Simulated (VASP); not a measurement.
Input of a VASP 6.6.1 run:

Contents of INCAR:

```
PREC = Accurate
ENCUT = 520
EDIFF = 1E-6
ISMEAR = -1
SIGMA = 0.1
LREAL = F
LASPH = T
NELM = 100
ALGO = Normal
ISIF = 2
LWAVE = F
LCHARG = F
GGA = RE
NBANDS = 9
```

KPOINTS

```
Automatic mesh
0
Gamma
  13 13 13
```

Contents of POSCAR:

```
Te
1.0
    0.0000000000      2.3323777964      2.3323777964
    2.3323777964      0.0000000000      2.3323777964
    2.3323777964      2.3323777964      0.0000000000
Te
1
Direct
    0.0000000000      0.0000000000      0.0000000000
```

Potentials or basis: VASP PAW PBE potentials, release 64 (Te).

Run with:

```sh
$ cat potpaw_PBE.64/Te/POTCAR > POTCAR
$ mpirun -np 1 vasp_std > vasp.out
```

**Question.** Predict the band gap on the k mesh.

**Answer.** Zero (bands 3 and 4 overlap by 5.93 eV).

**Question.** Estimate the pressure.

**Answer.** 8.3 GPa.

Caveat: the cell stands under pressure; the PAW data sets were made with another functional, which shifts forces and pressure a little; spin-orbit coupling is left out, which moves the levels of the heavy elements.
